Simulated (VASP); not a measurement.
# BN (C2) in VASP: notebook

BN is run at these levels: PBE; tasks: single point.

All numbers are computed with VASP 6.6.1; they aren't measurements. Logs are shortened: lines on timing, memory, paths and dates and some standing lists are left out, and cuts for length are marked.

**1. The cell of the first run**

Symmetry: C2, No. 5, monoclinic system. Conventional cell: a = 3.665 Å, b = 3.625 Å, c = 2.270 Å, α = 90.00°, β = 124.20°, γ = 90.00°. Within 1.9 Å of B (site symmetry 2) lie 4 N at 1.45 to 1.77 Å. N (site symmetry 2) has 4 B at 1.45 to 1.77 Å within 1.9 Å.

**2. Single point, PBE (engineering shear strain xz -0.3000, normal strain along z +0.0700)**

File INCAR:

```
PREC     = Accurate       # precision mode
ENCUT    = 520            # plane-wave cutoff, eV
EDIFF    = 1E-6           # SCF threshold, eV
ISMEAR   = 0              # smearing method
SIGMA    = 0.05           # smearing width, eV
LREAL    = False          # projectors in reciprocal space
LASPH    = True           # aspherical terms in the spheres
NELM     = 80             # most SCF steps
ALGO     = Normal         # electronic algorithm
ISIF     = 2              # what is computed and relaxed
LWAVE    = False          # write WAVECAR
LCHARG   = False          # write CHGCAR
GGA      = PE             # functional
NBANDS   = 11             # bands
```

File KPOINTS:

```
regular mesh
0
Gamma
  12 12 12
```

File POSCAR:

```
BN
1.0
   -0.2718590671      1.9392613453      1.8123937807
    1.8123937807     -0.2718590671      1.8123937807
    1.5405347136      1.6674022782      0.0000000000
B N
1 1
Direct
    0.0000000000      0.0000000000      0.0000000000
    0.7500000000      0.7500000000      0.7500000000
```

Potentials or basis: VASP PAW PBE potentials, release 64 (B, N).

Launch:

```bash
> cat potpaw_PBE.64/B/POTCAR potpaw_PBE.64/N/POTCAR > POTCAR
> mpirun -np 1 vasp_std > vasp.out
```

OUTCAR:

```text
PREC = Accurate
   ENCUT = 520
   EDIFF = 1E-6
   ISMEAR = 0
   LREAL = False
   LASPH = True
   NELM = 80
   ISIF = 2
   GGA = PE

 ion  position               nearest neighbor table
   1  0.000  0.000  0.000-   2 1.45   2 1.45   2 1.77   2 1.77
   2  0.750  0.750  0.750-   1 1.45   1 1.45   1 1.77   1 1.77

  LATTYP: Found a base centered monoclinic cell.
 ALAT       =     3.6653395852
 B/A-ratio  =     0.9889363529
 C/A-ratio  =     0.6193497655
 COS(beta)  =    -0.5621480439

  Lattice vectors:

 A1 = (  -1.8123937807,   0.2718590671,  -1.8123937807)
 A2 = (  -1.8123937807,   0.2718590671,   1.8123937807)
 A3 = (   1.5405347136,   1.6674022782,   0.0000000000)

Analysis of symmetry for initial positions (statically):
=====================================================================
 Subroutine PRICEL returns:
 Original cell was already a primitive cell.

 Routine SETGRP: Setting up the symmetry group for a
 base centered monoclinic supercell.

 Subroutine GETGRP returns: Found  2 space group operations
 (whereof  2 operations were pure point group operations)
 out of a pool of  4 trial point group operations.

The static configuration has the point symmetry C_2 .

Analysis of symmetry for dynamics (positions and initial velocities):
=====================================================================
 Subroutine PRICEL returns:
 Original cell was already a primitive cell.

 Routine SETGRP: Setting up the symmetry group for a
 base centered monoclinic supercell.

 Subroutine GETGRP returns: Found  2 space group operations
 (whereof  2 operations were pure point group operations)
 out of a pool of  4 trial point group operations.

The dynamic configuration has the point symmetry C_2 .

 Subroutine INISYM returns: Found  2 space group operations
 (whereof  2 operations are pure point group operations),
 and found     1 'primitive' translations

----------------------------------------------------------------------------------------

                                     Primitive cell

  volume of cell :      12.4722

  direct lattice vectors                    reciprocal lattice vectors
    -0.271859067  1.939261345  1.812393781    -0.242298785  0.223863008  0.275878236
     1.812393781 -0.271859067  1.812393781     0.242298785 -0.223863008  0.275878236
     1.540534714  1.667402278  0.000000000     0.321309259  0.302873482 -0.275878236

  length of vectors
     2.668222842  2.577489047  2.270127213     0.430037381  0.430037381  0.520654191

  position of ions in fractional coordinates (direct lattice)
     0.000000000  0.000000000  0.000000000
     0.750000000  0.750000000  0.750000000

  ion indices of the primitive-cell ions
   primitive index   ion index
                 1           1
                 2           2

----------------------------------------------------------------------------------------

 KPOINTS: regular mesh

Automatic generation of k-mesh.
 Grid dimensions read from file:
 generate k-points for:   12   12   12

 Generating k-lattice:

  Cartesian coordinates                     Fractional coordinates (reciprocal lattice)
    -0.020191565  0.018655251  0.022989853     0.083333333  0.000000000  0.000000000
     0.020191565 -0.018655251  0.022989853     0.000000000  0.083333333  0.000000000
     0.026775772  0.025239457 -0.022989853    -0.000000000  0.000000000  0.083333333

  Length of vectors
     0.035836448  0.035836448  0.043387849

  Shift w.r.t. Gamma in fractional coordinates (k-lattice)
     0.000000000  0.000000000  0.000000000

 Subroutine IBZKPT returns following result:
 ===========================================

 Found    476 irreducible k-points:

 Following reciprocal coordinates:
            Coordinates               Weight
  0.000000  0.000000  0.000000      1.000000
  0.083333 -0.000000  0.000000      4.000000
  0.166667 -0.000000  0.000000      4.000000
  0.250000 -0.000000 -0.000000      4.000000
  0.333333 -0.000000 -0.000000      4.000000
  0.416667 -0.000000 -0.000000      4.000000
[... 16 lines left out ...]
  0.500000  0.166667  0.000000      4.000000
 -0.416667  0.166667  0.000000      4.000000
 [... further k-points ...]
   k-points           NKPTS =    476   k-points in BZ     NKDIM =    476   number of bands    NBANDS=     11
   number of dos      NEDOS =    301   number of ions     NIONS =      2
   total plane-waves  NPLWV =   7200
   dimension x,y,z NGX =    20 NGY =   20 NGZ =   18
   dimension x,y,z NGXF=    40 NGYF=   40 NGZF=   36
   ions per type =               1   1
   NGX,Y,Z   is equivalent  to a cutoff of  12.46, 12.90, 13.18 a.u.
   NGXF,Y,Z  is equivalent  to a cutoff of  24.92, 25.80, 26.36 a.u.
 SYSTEM =  unknown system
   PREC   = accura    normal or accurate (medium, high low for compatibility)
   ISTART =      0    job   : 0-new  1-cont  2-samecut
   ICHARG =      2    charge: 1-file 2-atom 10-const
   ISPIN  =      1    spin polarized calculation?
   LNONCOLLINEAR =      F non collinear calculations
   LSORBIT =      F    spin-orbit coupling
   LASPH  =      T    aspherical Exc in radial PAW
   ENCUT  =  520.0 eV  38.22 Ry    6.18 a.u.   4.96  4.79  4.22*2*pi/ulx,y,z
   NELM   =     80;   NELMIN=  2; NELMDL= -5     # of ELM steps
   EDIFF  = 0.1E-05   stopping-criterion for ELM
   LREAL  =      F    real-space projection
   EDIFFG = 0.1E-04   stopping-criterion for IOM
   NSW    =      0    number of steps for IOM
   IBRION =     -1    ionic relax: 0-MD 1-quasi-New 2-CG
   NFREE  =      0    steps in history (QN), initial steepest desc. (CG)
   ISIF   =      2    stress and relaxation
   ISYM   =      2    0-nonsym 1-usesym 2-fastsym
   POTIM  = 0.5000    time-step for ionic-motion
   TEBEG  =    0.0;   TEEND  =   0.0 temperature during run
   PSTRESS=    0.0 pullay stress
   NELECT =       8.0000    total number of electrons
   NUPDOWN=      -1.0000    fix difference up-down
   EMIN   =  10.00;   EMAX   =-10.00  energy-range for DOS
   EFERMI =   0.00;   METHOD = LEGACY
   ISMEAR =     0;   SIGMA  =   0.05  broadening in eV -4-tet -1-fermi 0-gaus
   EFERMI_NEDOS =   21; number of points for ismear=-14 and -15
   IALGO  =     38    algorithm
   IMIX   =      4    mixing-type and parameters
     AMIX     =   0.40;   BMIX     =  1.00
     AMIX_MAG =   1.60;   BMIX_MAG =  1.00
  volume/ion in A,a.u.               =       6.24        42.08
  Fermi-wavevector in a.u.,A,eV,Ry     =   1.411858  2.668024 27.121066  1.993342
  Thomas-Fermi vector in A             =   2.533666
   LORBIT       =      0    0 simple, 1 ext, 2 COOP (PROOUT), +10 PAW based schemes
   GGA     = PE    functional components
   LHFCALC =     F    Hartree Fock is set to
   AEXX    =    0.0000 exact exchange contribution
   IVDW    =     0    specifies the selected vdW correction
   LEPSILON=     F    determine dielectric tensor
   LRPA    =     F    only Hartree local field effects (RPA)
 non-spin polarized calculation
 Gauss-broadening in eV      SIGMA  =   0.05
  energy-cutoff  :      520.00
  volume of cell :       12.47
 maximum number of plane-waves:       346
   NGX =  9   NGY =  9   NGZ =  9

 number of electron       8.0000002 magnetization

 Free energy of the ion-electron system (eV)
  ---------------------------------------------------
  ext. energy  EPLUGINS =         0.00000000
  ---------------------------------------------------
  free energy    TOTEN  =       -16.09280146 eV

  energy without entropy =      -16.09280146  energy(sigma->0) =      -16.09280146

 E-fermi :   7.8043     XC(G=0): -12.5344

 val. band max:        7.4429445477   @ k =   0.0000   0.0000   0.0000
 cond. band min:       8.4524953589   @ k =   0.5000   0.5000   0.0000
 fundamental gap:      1.0095508112
 Fermi energy:         7.8043104192

 k-point     1 :       0.0000    0.0000    0.0000
  band No.  band energies     occupation
      1     -13.0923      2.00000
      2       6.0994      2.00000
      3       6.2852      2.00000
      4       7.4429      2.00000
      5      10.5373      0.00000
      6      12.3147      0.00000
      7      19.6697      0.00000
      8      21.8340      0.00000
      9      30.8061      0.00000
     10      32.7358      0.00000
     11      33.4431      0.00000

 k-point     2 :       0.0833   -0.0000    0.0000
  band No.  band energies     occupation
      1     -12.9649      2.00000
      2       4.9140      2.00000
      3       6.2233      2.00000
      4       7.3365      2.00000
      5      11.0941      0.00000
      6      13.1291      0.00000
      7      19.7846      0.00000
      8      21.8370      0.00000
      9      30.2105      0.00000
     10      32.1932      0.00000
     11      34.2882      0.00000

 k-point     3 :       0.1667   -0.0000    0.0000
  band No.  band energies     occupation
      1     -12.5905      2.00000
      2       2.6749      2.00000
      3       6.1312      2.00000
      4       7.0973      2.00000
      5      11.7710      0.00000
      6      15.0245      0.00000
      7      20.0588      0.00000
      8      21.8587      0.00000
      9      28.9851      0.00000
     10      32.0480      0.00000
     11      34.1364      0.00000

 k-point     4 :       0.2500   -0.0000   -0.0000
  band No.  band energies     occupation
      1     -11.9983      2.00000
      2       0.3923      2.00000
      3       6.0248      2.00000
      4       6.8091      2.00000
      5      12.4484      0.00000
      6      16.8659      0.00000
      7      20.3345      0.00000
      8      21.9383      0.00000
      9      27.9179      0.00000
     10      32.0932      0.00000
     11      33.5251      0.00000
[... 239 lines left out ...]
 k-point    22 :       0.4167    0.1667   -0.0000
  band No.  band energies     occupation
      1     -10.3382      2.00000
      2      -2.2523      2.00000
      3       4.1081      2.00000
      4       5.8469      2.00000
      5      12.9534      0.00000
      6      18.6195      0.00000
      7      20.9745      0.00000
      8      22.2593      0.00000
      9      25.2066      0.00000
     10      33.3928      0.00000
     11      36.6585      0.00000

 k-point    23 :       0.5000    0.1667    0.0000
  band No.  band energies     occupation
      1      -9.8668      2.00000
      2      -3.1425      2.00000
      3       3.7259      2.00000
      4       5.7993      2.00000
      5      13.8819      0.00000
      6      18.9388      0.00000
      7      20.9474      0.00000
      8      22.4035      0.00000
      9      25.5355      0.00000
     10      32.8181      0.00000
     11      36.8568      0.00000

 k-point    24 :      -0.4167    0.1667    0.0000
  band No.  band energies     occupation
      1      -9.9779      2.00000
      2      -2.9407      2.00000
      3       3.2761      2.00000
      4       5.8976      2.00000
      5      14.7820      0.00000
      6      19.1458      0.00000
      7      21.0244      0.00000
      8      22.4595      0.00000
      9      25.5990      0.00000
     10      32.0494      0.00000
     11      36.0753      0.00000

 [... further k-points ...]
[... 5 lines left out ...]
  --------------------------------------------------------------------------------------
  -------------------------------------------------------------------------------------
  Total        2.7640768      0.1603715     -0.0167833      8.7538952      0.0000000      0.0000000
  in kB      355.0740798     20.6013698     -2.1559891   1124.5278277      0.0000000      0.0000000
  external PRESSURE =     124.5064868 kB  Pullay stress =       0.0000000 kB

 VOLUME and BASIS-vectors are now :
 -----------------------------------------------------------------------------
  energy-cutoff  :      520.00
  volume of cell :       12.47
      direct lattice vectors                 reciprocal lattice vectors
    -0.271859067  1.939261345  1.812393781    -0.242298785  0.223863008  0.275878236
     1.812393781 -0.271859067  1.812393781     0.242298785 -0.223863008  0.275878236
     1.540534714  1.667402278  0.000000000     0.321309259  0.302873482 -0.275878236

 POSITION                                       TOTAL-FORCE (eV/Angst)
 -----------------------------------------------------------------------------------
      0.00000      0.00000      0.00000         0.000000     -0.000000     -0.038181
      2.31080      2.50110      2.71859         0.000000      0.000000      0.038181
 -----------------------------------------------------------------------------------
    total drift:                                0.000001      0.000002     -0.000437

  FREE ENERGIE OF THE ION-ELECTRON SYSTEM (eV)
  ---------------------------------------------------
  free  energy   TOTEN  =       -16.0928014633 eV

  energy  without entropy=      -16.0928014633  energy(sigma->0) =      -16.09280146
```

Wall time 99 s (1 thread of AMD EPYC 7R13, shared host); peak memory 0.14 GiB.

What came out:

| Property | Result |
| --- | --- |
| Free energy | -16.0928 eV |
| Pressure | 12.5 GPa |
| Largest force | 0.038 eV/Å |
| Band gap on the k mesh | 1.01 eV, indirect (least direct gap 3.09 eV) |

Forces in eV/Å, atoms in the order of the input:
```
B    0.000  0.000 -0.038
N    0.000  0.000  0.038
```

Caveat: the cell differs from its parent crystal (engineering shear strain xz -0.3000, normal strain along z +0.0700). A k mesh can miss the band edges.

(Continued in part 2 of 2.)
